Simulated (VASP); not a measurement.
# Mo (Im-3m) in VASP: notebook

Mo is run at these levels: revPBE+D3(BJ); tasks: single point.

Program: VASP 6.6.1. These are calculated values, not measurements. Logs are shortened: lines on timing, memory, paths and dates and some standing lists are left out, and cuts for length are marked.

### 1 The cell of the first run

The structure is cubic, space group Im-3m (No. 229). The conventional cell has a = 3.168 Å, b = 3.168 Å, c = 3.168 Å, α = 90.00°, β = 90.00°, γ = 90.00°. Within 3.6 Å of Mo (site symmetry m-3m) lie 14 Mo at 2.74 to 3.17 Å.

### 2 Single point, revPBE+D3(BJ), collinear spin, ferromagnetic start

The input, INCAR:

```
SYSTEM = Mo
ALGO = Normal
EDIFF = 1E-6
ENCUT = 520
GGA = RE
ISIF = 2
ISMEAR = -1
ISPIN = 2
IVDW = 12
LASPH = .TRUE.
LCHARG = .TRUE.
LELF = .TRUE.
LMAXMIX = 4
LORBIT = 11
LREAL = .FALSE.
LVHAR = .TRUE.
LWAVE = .FALSE.
MAGMOM = 1.14
NBANDS = 17
NELM = 150
PREC = Accurate
SIGMA = 0.025
```

The input, KPOINTS:

```
k-points
0
G
  12 12 12
  0 0 0
```

The input, POSCAR:

```
Mo
1.0
   -1.5838089719      1.5838089719      1.5838089719
    1.5838089719     -1.5838089719      1.5838089719
    1.5838089719      1.5838089719     -1.5838089719
Mo
1
Direct
    0.0000000000      0.0000000000      0.0000000000
```

Potentials or basis: VASP PAW PBE potentials, release 64 (Mo_sv).

Launch:

```bash
$ cat potpaw_PBE.64/Mo_sv/POTCAR > POTCAR
$ mpirun -np 1 vasp_std > vasp.out
```

OUTCAR:

```text
SYSTEM = Mo
   EDIFF = 1E-6
   ENCUT = 520
   GGA = RE
   ISIF = 2
   ISMEAR = -1
   ISPIN = 2
   IVDW = 12
   LASPH = .TRUE.
   LORBIT = 11
   LREAL = .FALSE.
   NELM = 150
   PREC = Accurate
 IVDW          = 12

 ion  position               nearest neighbor table
   1  0.000  0.000  0.000-

  LATTYP: Found a body centered cubic cell.
 ALAT       =     3.1676179438

  Lattice vectors:

 A1 = (  -1.5838089719,   1.5838089719,   1.5838089719)
 A2 = (   1.5838089719,  -1.5838089719,   1.5838089719)
 A3 = (   1.5838089719,   1.5838089719,  -1.5838089719)

Analysis of symmetry for initial positions (statically):
=====================================================================
 Subroutine PRICEL returns:
 Original cell was already a primitive cell.

 Routine SETGRP: Setting up the symmetry group for a
 body centered cubic supercell.

 Subroutine GETGRP returns: Found 48 space group operations
 (whereof 48 operations were pure point group operations)
 out of a pool of 48 trial point group operations.

The static configuration has the point symmetry O_h .

Analysis of symmetry for dynamics (positions and initial velocities):
=====================================================================
 Subroutine PRICEL returns:
 Original cell was already a primitive cell.

 Routine SETGRP: Setting up the symmetry group for a
 body centered cubic supercell.

 Subroutine GETGRP returns: Found 48 space group operations
 (whereof 48 operations were pure point group operations)
 out of a pool of 48 trial point group operations.

The dynamic configuration has the point symmetry O_h .

Analysis of structural, dynamic, and magnetic symmetry:
=====================================================================
 Subroutine PRICEL returns:
 Original cell was already a primitive cell.

 Routine SETGRP: Setting up the symmetry group for a
 body centered cubic supercell.

 Subroutine GETGRP returns: Found 48 space group operations
 (whereof 48 operations were pure point group operations)
 out of a pool of 48 trial point group operations.

The overall configuration has the point symmetry O_h .

 Subroutine INISYM returns: Found 48 space group operations
 (whereof 48 operations are pure point group operations),
 and found     1 'primitive' translations

[... 103 lines left out ...]
   NELECT =      14.0000    total number of electrons
   NUPDOWN=      -1.0000    fix difference up-down
   EMIN   =  10.00;   EMAX   =-10.00  energy-range for DOS
   EFERMI =   0.00;   METHOD = LEGACY
   ISMEAR =    -1;   SIGMA  =   0.03  broadening in eV -4-tet -1-fermi 0-gaus
   EFERMI_NEDOS =   21; number of points for ismear=-14 and -15
   IALGO  =     38    algorithm
   IMIX   =      4    mixing-type and parameters
     AMIX     =   0.40;   BMIX     =  1.00
     AMIX_MAG =   1.60;   BMIX_MAG =  1.00
  volume/ion in A,a.u.               =      15.89       107.24
  Fermi-wavevector in a.u.,A,eV,Ry     =   1.569380  2.965698 33.510508  2.462953
  Thomas-Fermi vector in A             =   2.671271
   LORBIT       =     11    0 simple, 1 ext, 2 COOP (PROOUT), +10 PAW based schemes
   GGA     = RE    functional components
   LHFCALC =     F    Hartree Fock is set to
   AEXX    =    0.0000 exact exchange contribution
   IVDW    =    12    specifies the selected vdW correction
   LEPSILON=     F    determine dielectric tensor
   LRPA    =     F    only Hartree local field effects (RPA)
 spin polarized calculation
  energy-cutoff  :      520.00
  volume of cell :       15.89
 maximum number of plane-waves:       442
   NGX = 11   NGY = 11   NGZ = 11

 number of electron      14.0000005 magnetization       0.0282769

 number of electron      14.0000005 magnetization      -0.0000950

 Free energy of the ion-electron system (eV)
  ---------------------------------------------------
  ext. energy  EPLUGINS =         0.00000000
  ---------------------------------------------------
  free energy    TOTEN  =       -10.49786060 eV

  energy without entropy =      -10.49704070  energy(sigma->0) =      -10.49745065

 E-fermi :  12.3363     XC(G=0): -13.2496

 val. band max:       12.3280236783   @ k =   0.5000   0.5000   0.0833
 cond. band min:      12.3840489397   @ k =  -0.3333   0.3333   0.2500
 fundamental gap:      0.0560252614
 Fermi energy:        12.3362665043

 spin component 1

 k-point     1 :       0.0000    0.0000    0.0000
  band No.  band energies     occupation
      1     -48.9078      1.00000
      2     -22.2116      1.00000
      3     -22.2116      1.00000
      4     -22.2116      1.00000
      5       5.2132      1.00000
      6      11.0500      1.00000
[... 459 lines left out ...]
      6       9.0497      1.00000
[... 9 lines left out ...]
     16      39.2649      0.00000
     17      40.6903      0.00000

 [... further k-points ...]

 spin component 2

 k-point     1 :       0.0000    0.0000    0.0000
  band No.  band energies     occupation
      1     -48.9074      1.00000
      2     -22.2111      1.00000
      3     -22.2111      1.00000
      4     -22.2111      1.00000
      5       5.2128      1.00000
      6      11.0495      1.00000
[... 459 lines left out ...]
      6       9.0492      1.00000
[... 9 lines left out ...]
     16      39.2646      0.00000
     17      40.6895      0.00000

 [... further k-points ...]

------------------------ aborting loop because EDIFF is reached ----------------------------------------

 Edisp (eV)   -1.30960

 E8    (eV) :    -0.9478

  FORCE on cell =-STRESS in cart. coord.  units (eV):
  Direction    XX          YY          ZZ          XY          YZ          ZX
  --------------------------------------------------------------------------------------
  -------------------------------------------------------------------------------------
  Total      -1.27957    -1.27957    -1.27957     0.00000    -0.00000     0.00000
  in kB    -129.00462  -129.00462  -129.00462     0.00000    -0.00000     0.00000
  external pressure =     -129.00 kB  Pullay stress =        0.00 kB

 VOLUME and BASIS-vectors are now :
 -----------------------------------------------------------------------------
  energy-cutoff  :      520.00
  volume of cell :       15.89
      direct lattice vectors                 reciprocal lattice vectors
    -1.583808972  1.583808972  1.583808972     0.000000000  0.315694638  0.315694638
     1.583808972 -1.583808972  1.583808972     0.315694638  0.000000000  0.315694638
     1.583808972  1.583808972 -1.583808972     0.315694638  0.315694638  0.000000000

 POSITION                                       TOTAL-FORCE (eV/Angst)
 -----------------------------------------------------------------------------------
      0.00000      0.00000      0.00000         0.000000      0.000000      0.000000
 -----------------------------------------------------------------------------------
    total drift:                                0.000000     -0.000000      0.000000

  FREE ENERGIE OF THE ION-ELECTRON SYSTEM (eV)
  ---------------------------------------------------
  free  energy   TOTEN  =       -11.8074620419 eV

  energy  without entropy=      -11.8066421465  energy(sigma->0) =      -11.80705209

 total charge

# of ion       s       p       d       tot
------------------------------------------
    1        2.375   6.200   3.886  12.461

 magnetization (x)

# of ion       s       p       d       tot
------------------------------------------
    1       -0.000  -0.000   0.000   0.000
```

stdout:

```text
POSCAR found type information on POSCAR Mo
 POSCAR found :  1 types and       1 ions
 scaLAPACK will be used
 -----------------------------------------------------------------------------
|                                                                             |
|                                                                             |
|     You enforced a specific xc type in the INCAR file but a different       |
|     I HOPE YOU KNOW WHAT YOU ARE DOING!                                     |
|                                                                             |
 -----------------------------------------------------------------------------

 LDA part: xc-table for (Slater+PW92), standard interpolation
 POSCAR, INCAR and KPOINTS ok, starting setup
 FFT: planning ... GRIDC
 FFT: planning ... GRID_SOFT
 FFT: planning ... GRID
 WAVECAR not read
 entering main loop
```

It took 61 s on 1 thread of Intel Xeon 6975P-C, shared host; peak memory 0.16 GiB.

What came out:

```yaml
Free_energy: -11.8075 eV
Pressure: -12.9 GPa
Band_gap_on_the_k_mesh: zero (filled and empty bands overlap)
Net_moment: 0.00 μB per cell
Valence_electrons_inside_the_program's_atomic_spheres: Mo 12.46
Dispersion_energy_per_atom: -1.310 eV
```

Caveat: three body term missing; the PAW data sets were made with another functional, which shifts forces and pressure a little; pairwise dispersion overbinds metals, which lowers pressure and volume.

### 3 Single point, revPBE+D3(BJ), collinear spin, ferromagnetic start (volume scaled by 1.02)

The input, INCAR:

```
SYSTEM = Mo
PREC = Accurate
ENCUT = 520
EDIFF = 1E-7
ISMEAR = -1
SIGMA = 0.025
LREAL = .False.
LASPH = .True.
NELM = 150
ALGO = Normal
ISIF = 2
LWAVE = .False.
LCHARG = .False.
ISPIN = 2
MAGMOM = 1.14
LORBIT = 11
LMAXMIX = 4
GGA = RE
IVDW = 12
NBANDS = 17
```

The input, KPOINTS:

```
regular mesh
0
Gamma
  12 12 12
  0 0 0
```

The input, POSCAR:

```
Mo
1.0
   -1.5942980787      1.5942980787      1.5942980787
    1.5942980787     -1.5942980787      1.5942980787
    1.5942980787      1.5942980787     -1.5942980787
Mo
1
Direct
    0.0000000000      0.0000000000      0.0000000000
```

Potentials or basis: VASP PAW PBE potentials, release 64 (Mo_sv).

Launch:

```bash
$ cat potpaw_PBE.64/Mo_sv/POTCAR > POTCAR
$ mpirun -np 1 vasp_std > vasp.out
```

Run time: 78 s. Hardware: 1 thread of Intel Xeon 6975P-C, shared host; peak memory 0.18 GiB.

Results (log left out):

* Free energy: -11.7776 eV
* Pressure: -17.2 GPa
* Band gap on the k mesh: zero (filled and empty bands overlap)
* Net moment: 0.00 μB per cell
* Valence electrons inside the program's atomic spheres: Mo 12.42
* Dispersion energy per atom: -1.282 eV

Levels at points of the mesh, in eV from the Fermi level:
Spin up:
| k point | band 3 | band 4 | band 5 | band 6 | band 7 | band 8 | band 9 | band 10 | band 11 | band 12 |
| --- | --- | --- | --- | --- | --- | --- | --- | --- | --- | --- |
| (0.00, 0.00, 0.00) | -34.59 | -34.59 | -7.06 | -1.25 | -1.25 | -1.25 | 1.64 | 1.64 | 14.81 | 14.81 |
| (0.50, 0.00, 0.00) | -34.99 | -34.60 | -5.06 | -3.19 | 1.54 | 1.65 | 2.25 | 4.52 | 11.15 | 11.92 |
| (0.50, 0.50, 0.50) | -35.46 | -35.46 | -5.12 | -5.12 | 3.81 | 3.81 | 3.81 | 8.84 | 8.84 | 8.84 |
Spin down:
| k point | band 5 | band 6 | band 7 | band 8 | band 9 | band 10 |
| --- | --- | --- | --- | --- | --- | --- |
| (0.00, 0.00, 0.00) | -7.06 | -1.25 | -1.25 | -1.25 | 1.64 | 1.64 |
| (0.50, 0.00, 0.00) | -5.06 | -3.19 | 1.54 | 1.65 | 2.25 | 4.52 |
| (0.50, 0.50, 0.50) | -5.12 | -5.12 | 3.81 | 3.81 | 3.81 | 8.84 |

Caveat: three body term missing; the PAW data sets were made with another functional, which shifts forces and pressure a little; pairwise dispersion overbinds metals, which lowers pressure and volume.

### 4 Single point, revPBE+D3(BJ), collinear spin, ferromagnetic start (volume scaled by 1.04)

The input, INCAR:

```
PREC = Accurate ; ENCUT = 520
EDIFF = 1E-6 ; ISMEAR = -1
SIGMA = 0.025 ; LREAL = F
LASPH = T ; NELM = 150
ALGO = Normal ; ISIF = 2
LWAVE = F ; LCHARG = F
ISPIN = 2 ; MAGMOM = 1.14
LORBIT = 11 ; LMAXMIX = 4
GGA = RE ; IVDW = 12
NBANDS = 17
```

The input, KPOINTS:

```
Automatic mesh
0
Gamma
  12 12 12
```

The input, POSCAR:

```
Mo
1.0
   -1.6046509537      1.6046509537      1.6046509537
    1.6046509537     -1.6046509537      1.6046509537
    1.6046509537      1.6046509537     -1.6046509537
Mo
1
Direct
    0.0000000000      0.0000000000      0.0000000000
```

Launch:

```bash
$ cat potpaw_PBE.64/Mo_sv/POTCAR > POTCAR
$ mpirun -np 1 vasp_std > vasp.out
```

Wall time 71 s (1 thread of Intel Xeon 6975P-C, shared host); peak memory 0.17 GiB.

The run converged. Its results:

```
Free energy                                           : -11.7397 eV
Pressure                                              : -21.1 GPa
Band gap on the k mesh                                : zero (filled and empty bands overlap)
Net moment                                            : 0.00 μB per cell
Valence electrons inside the program's atomic spheres : Mo 12.38
Dispersion energy per atom                            : -1.256 eV
```

Levels at points of the mesh, in eV from the Fermi level:
Spin up:
| k point | band 5 | band 6 | band 7 | band 8 | band 9 | band 10 |
| --- | --- | --- | --- | --- | --- | --- |
| (0.00, 0.00, 0.00) | -7.00 | -1.23 | -1.23 | -1.23 | 1.60 | 1.60 |
| (0.50, 0.00, 0.00) | -4.96 | -3.11 | 1.47 | 1.60 | 2.19 | 4.39 |
| (0.50, 0.50, 0.50) | -4.98 | -4.98 | 3.70 | 3.70 | 3.70 | 8.69 |
Spin down:
```
           k point  band 4  band 5  band 6  band 7  band 8  band 9  band 10  band 11
(0.00, 0.00, 0.00)  -34.64   -7.00   -1.23   -1.23   -1.23    1.60     1.60    14.77
(0.50, 0.00, 0.00)  -34.65   -4.96   -3.11    1.47    1.60    2.19     4.39    10.86
(0.50, 0.50, 0.50)  -35.45   -4.98   -4.98    3.70    3.70    3.70     8.69     8.69
```

Caveat: three body term missing; the PAW data sets were made with another functional, which shifts forces and pressure a little; pairwise dispersion overbinds metals, which lowers pressure and volume.

### 5 Summary

```tsv
cell	gap on the mesh (eV)	pressure (GPa)	moment (μB)
a = 2.743 Å, angles 109.5°, 1 atom	none	-12.9	0.00
a = 2.761 Å, angles 109.5°, 1 atom	none	-17.2	0.00
a = 2.779 Å, angles 109.5°, 1 atom	none	-21.1	0.00
```

Alike in all rows: task single point; level revPBE+D3(BJ); potentials or basis VASP PAW PBE potentials, release 64 (Mo_sv); spin collinear, ferromagnetic start; k mesh 12 × 12 × 12; cutoff (eV) 520; smearing fermi-dirac 0.025 eV.

Caveats: three body term missing; the PAW data sets were made with another functional, which shifts forces and pressure a little; pairwise dispersion overbinds metals, which lowers pressure and volume.

Total energies depend on the potentials used, so only differences within one code and one set of settings carry meaning.
